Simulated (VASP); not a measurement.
# PbS (P6_3mc) in VASP: relaxation of cell and atoms with PBE

Aim: the relaxation of cell and atoms of PbS with PBE.

All numbers are computed with VASP 6.6.1; they aren't measurements. Logs are shortened: lines on timing, memory, paths and dates and some standing lists are left out, and cuts for length are marked.

## 1. The cell of the first run

It takes space group P6_3mc (No. 186, hexagonal). Conventional cell: a = 5.024 Å, b = 5.024 Å, c = 6.050 Å, α = 90.00°, β = 90.00°, γ = 120.00°. Within 3.8 Å of Pb (site symmetry 3m) lie 5 S at 2.90 to 3.11 Å. S (site symmetry 3m) has 5 Pb at 2.90 to 3.11 Å within 3.8 Å.

## 2. Relaxation of cell and atoms, PBE

Input file INCAR:

```
SYSTEM = PbS
PREC = Accurate
ENCUT = 600
EDIFF = 1E-6
ISMEAR = 0
SIGMA = 0.02
LREAL = .False.
LASPH = .True.
NELM = 100
ALGO = Normal
ISIF = 3
LWAVE = .False.
LCHARG = .False.
GGA = PE
IBRION = 2
NSW = 100
EDIFFG = -0.01
```

Input file KPOINTS:

```
regular mesh
0
Gamma
  6 6 6
  0 0 0
```

Input file POSCAR:

```
PbS
1.0
    5.0235037649      0.0000000000      0.0000000000
   -2.5117518824      4.3504818764      0.0000000000
    0.0000000000      0.0000000000      6.0495187252
Pb S
2 2
Direct
    0.3333333333      0.6666666667      0.4296344109
    0.6666666667      0.3333333333      0.9296344109
    0.3333333333      0.6666666667      0.9435005191
    0.6666666667      0.3333333333      0.4435005191
```

Potentials or basis: VASP PAW PBE potentials, release 64 (Pb_d, S).

On the command line:

```bash
cat potpaw_PBE.64/Pb_d/POTCAR potpaw_PBE.64/S/POTCAR > POTCAR
mpirun -np 1 vasp_std > vasp.out
```

OUTCAR:

```text
SYSTEM = PbS
   PREC = Accurate
   ENCUT = 600
   EDIFF = 1E-6
   ISMEAR = 0
   LREAL = .False.
   LASPH = .True.
   NELM = 100
   ISIF = 3
   GGA = PE
   IBRION = 2
   NSW = 100
   EDIFFG = -0.01

 ion  position               nearest neighbor table
   1  0.333  0.667  0.430-   4 2.90   4 2.90   4 2.90   3 2.94   3 3.11
   2  0.667  0.333  0.930-   3 2.90   3 2.90   3 2.90   4 2.94   4 3.11
   3  0.333  0.667  0.944-   2 2.90   2 2.90   2 2.90   1 2.94   1 3.11
   4  0.667  0.333  0.444-   1 2.90   1 2.90   1 2.90   2 2.94   2 3.11

  LATTYP: Found a hexagonal cell.
 ALAT       =     5.0235037649
 C/A-ratio  =     1.2042428967

  Lattice vectors:

 A1 = (   5.0235037649,   0.0000000000,   0.0000000000)
 A2 = (  -2.5117518824,   4.3504818764,   0.0000000000)
 A3 = (   0.0000000000,   0.0000000000,   6.0495187252)

Analysis of symmetry for initial positions (statically):
=====================================================================
 Subroutine PRICEL returns:
 Original cell was already a primitive cell.

 Routine SETGRP: Setting up the symmetry group for a
 hexagonal supercell.

 Subroutine GETGRP returns: Found 12 space group operations
 (whereof  6 operations were pure point group operations)
 out of a pool of 24 trial point group operations.

The static configuration has the point symmetry C_3v.
 The point group associated with its full space group is C_6v.

Analysis of symmetry for dynamics (positions and initial velocities):
=====================================================================
 Subroutine PRICEL returns:
 Original cell was already a primitive cell.

 Routine SETGRP: Setting up the symmetry group for a
 hexagonal supercell.

 Subroutine GETGRP returns: Found 12 space group operations
 (whereof  6 operations were pure point group operations)
 out of a pool of 24 trial point group operations.

The dynamic configuration has the point symmetry C_3v.
 The point group associated with its full space group is C_6v.

 Subroutine INISYM returns: Found 12 space group operations
 (whereof  6 operations are pure point group operations),
 and found     1 'primitive' translations

----------------------------------------------------------------------------------------

                                     Primitive cell

  volume of cell :     132.2102

  direct lattice vectors                    reciprocal lattice vectors
     5.023503765  0.000000000  0.000000000     0.199064248  0.114929797  0.000000000
    -2.511751882  4.350481876  0.000000000     0.000000000  0.229859595  0.000000000
     0.000000000  0.000000000  6.049518725     0.000000000  0.000000000  0.165302406

  length of vectors
     5.023503765  5.023503765  6.049518725     0.229859595  0.229859595  0.165302406

  position of ions in fractional coordinates (direct lattice)
     0.333333333  0.666666667  0.429634411
     0.666666667  0.333333333  0.929634411
     0.333333333  0.666666667  0.943500519
     0.666666667  0.333333333  0.443500519

  ion indices of the primitive-cell ions
   primitive index   ion index
                 1           1
                 2           2
                 3           3
                 4           4

----------------------------------------------------------------------------------------

 KPOINTS: regular mesh

Automatic generation of k-mesh.
 Grid dimensions read from file:
 generate k-points for:    6    6    6

 Generating k-lattice:

  Cartesian coordinates                     Fractional coordinates (reciprocal lattice)
     0.033177375  0.019154966  0.000000000     0.166666667  0.000000000  0.000000000
     0.000000000  0.038309932  0.000000000     0.000000000  0.166666667  0.000000000
     0.000000000  0.000000000  0.027550401     0.000000000  0.000000000  0.166666667

  Length of vectors
     0.038309932  0.038309932  0.027550401

  Shift w.r.t. Gamma in fractional coordinates (k-lattice)
     0.000000000  0.000000000  0.000000000

 Subroutine IBZKPT returns following result:
 ===========================================

 Found     28 irreducible k-points:

 Following reciprocal coordinates:
            Coordinates               Weight
  0.000000  0.000000  0.000000      1.000000
  0.166667  0.000000  0.000000      6.000000
  0.333333  0.000000  0.000000      6.000000
  0.500000  0.000000  0.000000      3.000000
  0.166667  0.166667  0.000000      6.000000
  0.333333  0.166667  0.000000     12.000000
[... 16 lines left out ...]
  0.166667  0.000000  0.500000      6.000000
  0.333333  0.000000  0.500000      6.000000
 [... further k-points ...]
   k-points           NKPTS =     28   k-points in BZ     NKDIM =     28   number of bands    NBANDS=     24
   number of dos      NEDOS =    301   number of ions     NIONS =      4
   total plane-waves  NPLWV =  76800
   dimension x,y,z NGX =    40 NGY =   40 NGZ =   48
   dimension x,y,z NGXF=    80 NGYF=   80 NGZF=   96
   ions per type =               2   2
   NGX,Y,Z   is equivalent  to a cutoff of  13.24, 13.24, 13.19 a.u.
   NGXF,Y,Z  is equivalent  to a cutoff of  26.47, 26.47, 26.38 a.u.
 SYSTEM =  PbS
   PREC   = accura    normal or accurate (medium, high low for compatibility)
   ISTART =      0    job   : 0-new  1-cont  2-samecut
   ICHARG =      2    charge: 1-file 2-atom 10-const
   ISPIN  =      1    spin polarized calculation?
   LNONCOLLINEAR =      F non collinear calculations
   LSORBIT =      F    spin-orbit coupling
   LASPH  =      T    aspherical Exc in radial PAW
   ENCUT  =  600.0 eV  44.10 Ry    6.64 a.u.  10.03 10.03 12.08*2*pi/ulx,y,z
   NELM   =    100;   NELMIN=  2; NELMDL= -5     # of ELM steps
   EDIFF  = 0.1E-05   stopping-criterion for ELM
   LREAL  =      F    real-space projection
   EDIFFG = -.1E-01   stopping-criterion for IOM
   NSW    =    100    number of steps for IOM
   IBRION =      2    ionic relax: 0-MD 1-quasi-New 2-CG
   NFREE  =      1    steps in history (QN), initial steepest desc. (CG)
   ISIF   =      3    stress and relaxation
   ISYM   =      2    0-nonsym 1-usesym 2-fastsym
   POTIM  = 0.5000    time-step for ionic-motion
   TEBEG  =    0.0;   TEEND  =   0.0 temperature during run
   PSTRESS=    0.0 pullay stress
   NELECT =      40.0000    total number of electrons
   NUPDOWN=      -1.0000    fix difference up-down
   EMIN   =  10.00;   EMAX   =-10.00  energy-range for DOS
   EFERMI =   0.00;   METHOD = LEGACY
   ISMEAR =     0;   SIGMA  =   0.02  broadening in eV -4-tet -1-fermi 0-gaus
   EFERMI_NEDOS =   21; number of points for ismear=-14 and -15
   IALGO  =     38    algorithm
   IMIX   =      4    mixing-type and parameters
     AMIX     =   0.40;   BMIX     =  1.00
     AMIX_MAG =   1.60;   BMIX_MAG =  1.00
  volume/ion in A,a.u.               =      33.05       223.05
  Fermi-wavevector in a.u.,A,eV,Ry     =   1.099022  2.076851 16.433798  1.207850
  Thomas-Fermi vector in A             =   2.235410
   LORBIT       =      0    0 simple, 1 ext, 2 COOP (PROOUT), +10 PAW based schemes
   GGA     = PE    functional components
   LHFCALC =     F    Hartree Fock is set to
   AEXX    =    0.0000 exact exchange contribution
   IVDW    =     0    specifies the selected vdW correction
   LEPSILON=     F    determine dielectric tensor
   LRPA    =     F    only Hartree local field effects (RPA)
 conjugate gradient relaxation of ions
 non-spin polarized calculation
 Gauss-broadening in eV      SIGMA  =   0.02
  energy-cutoff  :      600.00
  volume of cell :      132.21
 maximum number of plane-waves:      4437
   NGX = 21   NGY = 21   NGZ = 25

--------------------------------------- Ionic step        1  -------------------------------------------

 number of electron      39.9999998 magnetization

 Free energy of the ion-electron system (eV)
  ---------------------------------------------------
  ext. energy  EPLUGINS =         0.00000000
  ---------------------------------------------------
  free energy    TOTEN  =       -17.23993300 eV

  energy without entropy =      -17.23993300  energy(sigma->0) =      -17.23993300

------------------------ aborting loop because EDIFF is reached ----------------------------------------

  FORCE on cell =-STRESS in cart. coord.  units (eV):
  Direction    XX          YY          ZZ          XY          YZ          ZX
  --------------------------------------------------------------------------------------
  -------------------------------------------------------------------------------------
  Total        0.0816919      0.0816919     -0.1935237      0.0000000      0.0000000      0.0000000
  in kB        0.9899759      0.9899759     -2.3451992      0.0000000      0.0000000      0.0000000
  external PRESSURE =      -0.1217491 kB  Pullay stress =       0.0000000 kB
[... 95 lines left out ...]
  FREE ENERGIE OF THE ION-ELECTRON SYSTEM (eV)
  ---------------------------------------------------
  free  energy   TOTEN  =       -17.2403377126 eV

  energy  without entropy=      -17.2403377126  energy(sigma->0) =      -17.24033771

[... ionic steps 4 to 11 ...]

--------------------------------------- Ionic step       12  -------------------------------------------

 number of electron      39.9999994 magnetization

------------------------ aborting loop because EDIFF is reached ----------------------------------------

  FORCE on cell =-STRESS in cart. coord.  units (eV):
  Direction    XX          YY          ZZ          XY          YZ          ZX
  --------------------------------------------------------------------------------------
  -------------------------------------------------------------------------------------
  Total       -0.1168524     -0.1168524     -0.0930860     -0.0000000      0.0000000      0.0000000
  in kB       -1.4139086     -1.4139086     -1.1263364     -0.0000000      0.0000000      0.0000000
  external PRESSURE =      -1.3180512 kB  Pullay stress =       0.0000000 kB
[... 61 lines left out ...]
  energy  without entropy=      -17.2411023071  energy(sigma->0) =      -17.24110231

--------------------------------------- Ionic step       14  -------------------------------------------

 number of electron      39.9999996 magnetization

 Free energy of the ion-electron system (eV)
  ---------------------------------------------------
  ext. energy  EPLUGINS =         0.00000000
  ---------------------------------------------------
  free energy    TOTEN  =       -17.24132595 eV

  energy without entropy =      -17.24132595  energy(sigma->0) =      -17.24132595

 E-fermi :   3.6127     XC(G=0):  -8.3188

 val. band max:        3.5146286775   @ k =   0.3333   0.3333   0.5000
 cond. band min:       4.9699657596   @ k =   0.3333   0.3333   0.5000
 fundamental gap:      1.4553370821
 Fermi energy:         3.6127112520

 k-point     1 :       0.0000    0.0000    0.0000
  band No.  band energies     occupation
      1     -13.2076      2.00000
      2     -13.1271      2.00000
      3     -13.1271      2.00000
      4     -13.1266      2.00000
      5     -13.1266      2.00000
      6     -13.1243      2.00000
[... 637 lines left out ...]
     23       6.3367      0.00000
     24       6.3367      0.00000

 [... further k-points ...]
[... 5 lines left out ...]
  --------------------------------------------------------------------------------------
  -------------------------------------------------------------------------------------
  Total       -0.0365548     -0.0365548      0.0310577     -0.0000000      0.0000000      0.0000000
  in kB       -0.4435943     -0.4435943      0.3768871     -0.0000000      0.0000000      0.0000000
  external PRESSURE =      -0.1701005 kB  Pullay stress =       0.0000000 kB
[... 19 lines left out ...]
  FREE ENERGIE OF THE ION-ELECTRON SYSTEM (eV)
  ---------------------------------------------------
  free  energy   TOTEN  =       -17.2413259546 eV

  energy  without entropy=      -17.2413259546  energy(sigma->0) =      -17.24132595

 reached required accuracy - stopping structural energy minimisation
```

It took 5.1 min on 1 thread of AMD EPYC 9R45 (Zen 5), shared host; peak memory 0.3 GiB.

What came out:

```yaml
Free_energy: -17.2413 eV
Relaxed_volume: 33.01 Å³/atom
Relaxed_cell: a = 5.033 Å, b = 5.033 Å, c = 6.018 Å, α = 90.00°, β = 90.00°, γ = 120.00°
Space_group_after_relaxing_to_0.1_Å: P6_3/mmc (No. 194)
Energy_gained_by_relaxing: 0.3 meV/atom
Ionic_steps: 14
Pressure_after_relaxing: 0.0 GPa
Band_gap_on_the_k_mesh: 1.46 eV
```

The path:
```csv
step,energy change (eV),largest force (eV/Å),pressure (GPa),volume (Å³)
1,0.0000,0.0094,-0.01,132.21
2,-0.0004,0.0130,0.00,132.16
3,-0.0004,0.0142,0.01,132.15
4,-0.0004,0.0131,0.01,132.17
5,-0.0006,0.0118,-0.02,132.24
6,-0.0007,0.0092,-0.08,132.37
7,-0.0008,0.0049,-0.18,132.63
8,-0.0008,0.0076,-0.16,132.53
9,-0.0008,0.0049,-0.16,132.52
10,-0.0008,0.0071,-0.14,132.51
11,-0.0009,0.0063,-0.14,132.48
12,-0.0010,0.0056,-0.13,132.41
13,-0.0012,0.0042,-0.09,132.28
14,-0.0014,0.0016,-0.02,132.03
```

Final structure:
```yaml
crystal:
  lattice:
    - [5.03306, 0.00000, 0.00000]
    - [-2.51653, 4.35875, 0.00000]
    - [0.00000, 0.00000, 6.01832]
  atoms:
    - { symbol: Pb, position: [0.33333, 0.66667, 0.43508] }
    - { symbol: Pb, position: [0.66667, 0.33333, 0.93508] }
    - { symbol: S, position: [0.33333, 0.66667, 0.93806] }
    - { symbol: S, position: [0.66667, 0.33333, 0.43806] }
```

Caveat: spin-orbit coupling is left out, which moves the levels of the heavy elements.
